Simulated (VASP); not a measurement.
# TiAl (P4/mmm) in VASP: a series of runs

Runs on TiAl. Level: PBEsol. Tasks: single point.

All numbers are computed with VASP 6.6.1; they aren't measurements. Logs are shortened: lines on timing, memory, paths and dates and some standing lists are left out, and cuts for length are marked.

### 1 The cell of the first run

The structure is tetragonal, space group P4/mmm (No. 123). The conventional cell has a = 3.429 Å, b = 3.429 Å, c = 2.675 Å, α = 90.00°, β = 90.00°, γ = 90.00°. Ti (site symmetry 4/mmm) has 6 Ti at 2.67 to 3.43 Å and 8 Al at 2.77 Å within 3.5 Å. Within 3.5 Å of Al (site symmetry 4/mmm) lie 6 Al at 2.67 to 3.43 Å and 8 Ti at 2.77 Å.

### 2 Single point, PBEsol

Contents of INCAR:

```
SYSTEM = TiAl
ALGO = Fast
EDIFF = 1E-6
ENCUT = 520
GGA = PS
ISIF = 2
ISMEAR = 0
LASPH = .TRUE.
LCHARG = .FALSE.
LREAL = .FALSE.
LWAVE = .FALSE.
NBANDS = 14
NELM = 80
PREC = Accurate
SIGMA = 0.15
```

Contents of KPOINTS:

```
k-points
0
G
  22 22 22
  0 0 0
```

Contents of POSCAR:

```
TiAl
1.0
    3.4290253266      0.0000000000      0.0000000000
    0.0000000000      3.4290253266      0.0000000000
    0.0000000000      0.0000000000      2.6746397547
Ti Al
1 1
Direct
    0.0000000000      0.0000000000      0.0000000000
    0.5000000000      0.5000000000      0.5000000000
```

Potentials or basis: VASP PAW PBE potentials, release 64 (Ti_sv, Al).

The run is started by

```
cat potpaw_PBE.64/Ti_sv/POTCAR potpaw_PBE.64/Al/POTCAR > POTCAR
mpirun -np 1 vasp_std > vasp.out
```

OUTCAR:

```text
SYSTEM = TiAl
   EDIFF = 1E-6
   ENCUT = 520
   GGA = PS
   ISIF = 2
   ISMEAR = 0
   LASPH = .TRUE.
   LREAL = .FALSE.
   NELM = 80
   PREC = Accurate

 ion  position               nearest neighbor table
   1  0.000  0.000  0.000-   2 2.77   2 2.77   2 2.77   2 2.77   2 2.77   2 2.77   2 2.77   2 2.77

   2  0.500  0.500  0.500-   1 2.77   1 2.77   1 2.77   1 2.77   1 2.77   1 2.77   1 2.77   1 2.77

  LATTYP: Found a simple tetragonal cell.
 ALAT       =     3.4290253266
 C/A-ratio  =     0.7800000000

  Lattice vectors:

 A1 = (   3.4290253266,   0.0000000000,   0.0000000000)
 A2 = (   0.0000000000,   3.4290253266,   0.0000000000)
 A3 = (   0.0000000000,   0.0000000000,   2.6746397547)

Analysis of symmetry for initial positions (statically):
=====================================================================
 Subroutine PRICEL returns:
 Original cell was already a primitive cell.

 Routine SETGRP: Setting up the symmetry group for a
 simple tetragonal supercell.

 Subroutine GETGRP returns: Found 16 space group operations
 (whereof 16 operations were pure point group operations)
 out of a pool of 16 trial point group operations.

The static configuration has the point symmetry D_4h.

Analysis of symmetry for dynamics (positions and initial velocities):
=====================================================================
 Subroutine PRICEL returns:
 Original cell was already a primitive cell.

 Routine SETGRP: Setting up the symmetry group for a
 simple tetragonal supercell.

 Subroutine GETGRP returns: Found 16 space group operations
 (whereof 16 operations were pure point group operations)
 out of a pool of 16 trial point group operations.

The dynamic configuration has the point symmetry D_4h.

 Subroutine INISYM returns: Found 16 space group operations
 (whereof 16 operations are pure point group operations),
 and found     1 'primitive' translations

----------------------------------------------------------------------------------------

                                     Primitive cell

  volume of cell :      31.4490

  direct lattice vectors                    reciprocal lattice vectors
     3.429025327  0.000000000  0.000000000     0.291628059  0.000000000  0.000000000
     0.000000000  3.429025327  0.000000000     0.000000000  0.291628059  0.000000000
     0.000000000  0.000000000  2.674639755     0.000000000  0.000000000  0.373882127

  length of vectors
     3.429025327  3.429025327  2.674639755     0.291628059  0.291628059  0.373882127

  position of ions in fractional coordinates (direct lattice)
     0.000000000  0.000000000  0.000000000
     0.500000000  0.500000000  0.500000000

  ion indices of the primitive-cell ions
   primitive index   ion index
                 1           1
                 2           2

----------------------------------------------------------------------------------------

 KPOINTS: k-points

Automatic generation of k-mesh.
 Grid dimensions read from file:
 generate k-points for:   22   22   22

 Generating k-lattice:

  Cartesian coordinates                     Fractional coordinates (reciprocal lattice)
     0.013255821  0.000000000  0.000000000     0.045454545  0.000000000  0.000000000
     0.000000000  0.013255821  0.000000000     0.000000000  0.045454545  0.000000000
     0.000000000  0.000000000  0.016994642     0.000000000  0.000000000  0.045454545

  Length of vectors
     0.013255821  0.013255821  0.016994642

  Shift w.r.t. Gamma in fractional coordinates (k-lattice)
     0.000000000  0.000000000  0.000000000

 Subroutine IBZKPT returns following result:
 ===========================================

 Found    936 irreducible k-points:

 Following reciprocal coordinates:
            Coordinates               Weight
  0.000000  0.000000  0.000000      1.000000
  0.045455  0.000000  0.000000      4.000000
  0.090909  0.000000  0.000000      4.000000
  0.136364  0.000000  0.000000      4.000000
  0.181818  0.000000  0.000000      4.000000
  0.227273  0.000000  0.000000      4.000000
[... 16 lines left out ...]
  0.500000  0.045455  0.000000      4.000000
  0.090909  0.090909  0.000000      4.000000
 [... further k-points ...]
   k-points           NKPTS =    936   k-points in BZ     NKDIM =    936   number of bands    NBANDS=     14
   number of dos      NEDOS =    301   number of ions     NIONS =      2
   total plane-waves  NPLWV =  15680
   dimension x,y,z NGX =    28 NGY =   28 NGZ =   20
   dimension x,y,z NGXF=    56 NGYF=   56 NGZF=   40
   ions per type =               1   1
   NGX,Y,Z   is equivalent  to a cutoff of  13.57, 13.57, 12.43 a.u.
   NGXF,Y,Z  is equivalent  to a cutoff of  27.15, 27.15, 24.86 a.u.
 SYSTEM =  TiAl
   PREC   = accura    normal or accurate (medium, high low for compatibility)
   ISTART =      0    job   : 0-new  1-cont  2-samecut
   ICHARG =      2    charge: 1-file 2-atom 10-const
   ISPIN  =      1    spin polarized calculation?
   LNONCOLLINEAR =      F non collinear calculations
   LSORBIT =      F    spin-orbit coupling
   LASPH  =      T    aspherical Exc in radial PAW
   ENCUT  =  520.0 eV  38.22 Ry    6.18 a.u.   6.38  6.38  4.97*2*pi/ulx,y,z
   NELM   =     80;   NELMIN=  2; NELMDL= -5     # of ELM steps
   EDIFF  = 0.1E-05   stopping-criterion for ELM
   LREAL  =      F    real-space projection
   EDIFFG = 0.1E-04   stopping-criterion for IOM
   NSW    =      0    number of steps for IOM
   IBRION =     -1    ionic relax: 0-MD 1-quasi-New 2-CG
   NFREE  =      0    steps in history (QN), initial steepest desc. (CG)
   ISIF   =      2    stress and relaxation
   ISYM   =      2    0-nonsym 1-usesym 2-fastsym
   POTIM  = 0.5000    time-step for ionic-motion
   TEBEG  =    0.0;   TEEND  =   0.0 temperature during run
   PSTRESS=    0.0 pullay stress
   NELECT =      15.0000    total number of electrons
   NUPDOWN=      -1.0000    fix difference up-down
   EMIN   =  10.00;   EMAX   =-10.00  energy-range for DOS
   EFERMI =   0.00;   METHOD = LEGACY
   ISMEAR =     0;   SIGMA  =   0.15  broadening in eV -4-tet -1-fermi 0-gaus
   EFERMI_NEDOS =   21; number of points for ismear=-14 and -15
   IALGO  =     68    algorithm
   IMIX   =      4    mixing-type and parameters
     AMIX     =   0.40;   BMIX     =  1.00
     AMIX_MAG =   1.60;   BMIX_MAG =  1.00
  volume/ion in A,a.u.               =      15.72       106.11
  Fermi-wavevector in a.u.,A,eV,Ry     =   1.279096  2.417140 22.260297  1.636086
  Thomas-Fermi vector in A             =   2.411601
   LORBIT       =      0    0 simple, 1 ext, 2 COOP (PROOUT), +10 PAW based schemes
   GGA     = PS    functional components
   LHFCALC =     F    Hartree Fock is set to
   AEXX    =    0.0000 exact exchange contribution
   IVDW    =     0    specifies the selected vdW correction
   LEPSILON=     F    determine dielectric tensor
   LRPA    =     F    only Hartree local field effects (RPA)
 non-spin polarized calculation
 RMM-DIIS sequential band-by-band and
 Gauss-broadening in eV      SIGMA  =   0.15
  energy-cutoff  :      520.00
  volume of cell :       31.45
 maximum number of plane-waves:       863
 NGX is ok and might be reduce to    28
   NGX = 13   NGY = 13   NGZ =  9

 number of electron      14.9999999 magnetization

 Free energy of the ion-electron system (eV)
  ---------------------------------------------------
  ext. energy  EPLUGINS =         0.00000000
  ---------------------------------------------------
  free energy    TOTEN  =       -12.95416820 eV

  energy without entropy =      -12.92977902  energy(sigma->0) =      -12.94197361

 E-fermi :   8.7373     XC(G=0): -11.2611

 val. band max:        8.7355599124   @ k =   0.0909   0.0909   0.3636
 cond. band min:       8.7400640781   @ k =   0.3182   0.1364   0.4091
 fundamental gap:      0.0045041656
 Fermi energy:         8.7373219874

 k-point     1 :       0.0000    0.0000    0.0000
  band No.  band energies     occupation
      1     -47.6982      2.00000
      2     -24.1027      2.00000
      3     -24.1027      2.00000
      4     -23.5704      2.00000
      5      -0.5130      2.00000
      6       7.0796      2.00000
      7       7.4473      2.00000
      8       9.8791      0.00000
      9      11.2641      0.00000
     10      11.2641      0.00000
     11      11.5311      0.00000
     12      11.5311      0.00000
     13      16.0507      0.00000
     14      18.9539      0.00000

 k-point     2 :       0.0455    0.0000    0.0000
  band No.  band energies     occupation
      1     -47.6981      2.00000
      2     -24.1046      2.00000
      3     -24.1026      2.00000
      4     -23.5704      2.00000
      5      -0.4848      2.00000
      6       7.0578      2.00000
      7       7.4434      2.00000
      8       9.7736      0.00000
      9      11.1866      0.00000
     10      11.3971      0.00000
     11      11.5184      0.00000
     12      11.5327      0.00000
     13      16.1320      0.00000
     14      18.9968      0.00000

 k-point     3 :       0.0909    0.0000    0.0000
  band No.  band energies     occupation
      1     -47.6977      2.00000
      2     -24.1100      2.00000
      3     -24.1021      2.00000
      4     -23.5701      2.00000
      5      -0.4006      2.00000
      6       6.9735      2.00000
      7       7.4441      2.00000
      8       9.5342      0.00000
      9      10.9964      0.00000
     10      11.4815      0.00000
     11      11.5375      0.00000
     12      11.7188      0.00000
     13      16.2831      0.00000
     14      19.0573      0.00000
[... 324 lines left out ...]
 k-point    23 :       0.5000    0.0455    0.0000
  band No.  band energies     occupation
      1     -47.6919      2.00000
      2     -24.1930      2.00000
      3     -24.0965      2.00000
      4     -23.5657      2.00000
      5       2.0498      2.00000
      6       3.4924      2.00000
      7       7.9079      2.00000
      8       7.9414      2.00000
      9      10.9750      0.00000
     10      11.0505      0.00000
     11      11.6016      0.00000
     12      14.4089      0.00000
     13      16.0634      0.00000
     14      17.1507      0.00000

 k-point    24 :       0.0909    0.0909    0.0000
  band No.  band energies     occupation
      1     -47.6972      2.00000
      2     -24.1097      2.00000
      3     -24.1088      2.00000
      4     -23.5697      2.00000
      5      -0.2896      2.00000
      6       6.9340      2.00000
      7       7.3869      2.00000
      8       9.1889      0.00002
      9      11.3654      0.00000
     10      11.4795      0.00000
     11      11.4964      0.00000
     12      11.4974      0.00000
     13      16.6884      0.00000
     14      17.8389      0.00000

 [... further k-points ...]

------------------------ aborting loop because EDIFF is reached ----------------------------------------

  FORCE on cell =-STRESS in cart. coord.  units (eV):
  Direction    XX          YY          ZZ          XY          YZ          ZX
  --------------------------------------------------------------------------------------
  -------------------------------------------------------------------------------------
  Total       -0.1014781     -0.1014781      1.4860251      0.0000000      0.0000000      0.0000000
  in kB       -5.1698312     -5.1698312     75.7059571      0.0000000      0.0000000      0.0000000
  external PRESSURE =      21.7887649 kB  Pullay stress =       0.0000000 kB

 VOLUME and BASIS-vectors are now :
 -----------------------------------------------------------------------------
  energy-cutoff  :      520.00
  volume of cell :       31.45
      direct lattice vectors                 reciprocal lattice vectors
     3.429025327  0.000000000  0.000000000     0.291628059  0.000000000  0.000000000
     0.000000000  3.429025327  0.000000000     0.000000000  0.291628059  0.000000000
     0.000000000  0.000000000  2.674639755     0.000000000  0.000000000  0.373882127

 POSITION                                       TOTAL-FORCE (eV/Angst)
 -----------------------------------------------------------------------------------
      0.00000      0.00000      0.00000         0.000000      0.000000      0.000000
      1.71451      1.71451      1.33732         0.000000      0.000000      0.000000
 -----------------------------------------------------------------------------------
    total drift:                               -0.000000     -0.000000     -0.000000

  FREE ENERGIE OF THE ION-ELECTRON SYSTEM (eV)
  ---------------------------------------------------
  free  energy   TOTEN  =       -12.9541681967 eV

  energy  without entropy=      -12.9297790187  energy(sigma->0) =      -12.94197361
```

Run time: 12 min. Hardware: 1 thread of Intel Xeon Platinum 8175M at 2.50GHz (Skylake/Cascade Lake), shared host; peak memory 0.5 GiB.

Results:

```
Free energy : -12.9542 eV
Pressure    : 2.2 GPa
```

Stress tensor (GPa, compression positive):
```
-0.52  0.00  0.00
 0.00 -0.52  0.00
 0.00  0.00  7.57
```

Levels at points of the mesh, in eV from the Fermi level:
```tsv
k point	band 3	band 4	band 5	band 6	band 7	band 8	band 9	band 10	band 11	band 12
(0.00, 0.00, 0.00)	-32.84	-32.31	-9.25	-1.66	-1.29	1.14	2.53	2.53	2.79	2.79
(0.50, 0.00, 0.00)	-32.83	-32.30	-6.70	-5.28	-0.83	-0.75	2.23	2.31	2.88	5.74
(0.50, 0.50, 0.00)	-32.92	-32.30	-5.97	-2.73	-2.73	-1.73	2.29	2.37	2.37	3.16
(0.00, 0.00, 0.50)	-32.75	-32.75	-4.54	-4.01	-0.51	-0.51	0.17	1.84	5.09	6.94
(0.50, 0.00, 0.50)	-32.82	-32.74	-4.18	-2.10	-0.91	-0.49	-0.08	0.70	2.88	5.05
(0.50, 0.50, 0.50)	-32.82	-32.82	-2.86	-2.83	-2.83	1.35	2.61	3.01	3.01	3.52
```

Caveat: the PAW data sets were made with another functional, which shifts forces and pressure a little.

[end of part 1 of 3]
